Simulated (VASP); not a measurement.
A run of VASP 6.6.1 is set up as follows.

The input INCAR:

```
SYSTEM = SiO2
ALGO = Normal
EDIFF = 1E-7
ENCUT = 520
GGA = PE
ISIF = 2
ISMEAR = 0
LASPH = .True.
LCHARG = .True.
LELF = .True.
LREAL = .False.
LVHAR = .True.
LWAVE = .False.
NBANDS = 25
NELM = 100
PREC = Accurate
SIGMA = 0.05
```

KPOINTS

```
k-points
0
Gamma
  6 6 6
  0 0 0
```

File POSCAR:

```
SiO2
1.0
   -2.3877008061      2.3877008061      3.5049211370
    2.3877008061     -2.3877008061      3.5049211370
    2.3877008061      2.3877008061     -3.5049211370
Si O
2 4
Direct
    0.0000000000      0.0000000000      0.0000000000
    0.7500000000      0.2500000000      0.5000000000
    0.9670112602      0.6250000000      0.8420112602
    0.3750000000      0.2170112602      0.3420112602
    0.7829887398      0.1250000000      0.1579887398
    0.8750000000      0.0329887398      0.6579887398
```

Potentials or basis: VASP PAW PBE potentials, release 64 (Si, O).

Launch:

```console
$ cat potpaw_PBE.64/Si/POTCAR potpaw_PBE.64/O/POTCAR > POTCAR
$ mpirun -np 1 vasp_std > vasp.out
```

Q: Estimate the band gap on the k mesh.

A: 6.45 eV, direct.

Q: Predict the largest force.

A: 1.916 eV/Å.

Stress tensor (GPa, compression positive):
```
32.41  0.00  0.00
 0.00 32.41  0.00
 0.00  0.00 31.96
```

Caveat: the cell differs from its parent crystal (strain -0.050 along x and y, -0.050 along z); forces of over 1 eV/Å act on the atoms, so gaps and moduli don't describe the material at rest. A k mesh can miss the band edges.
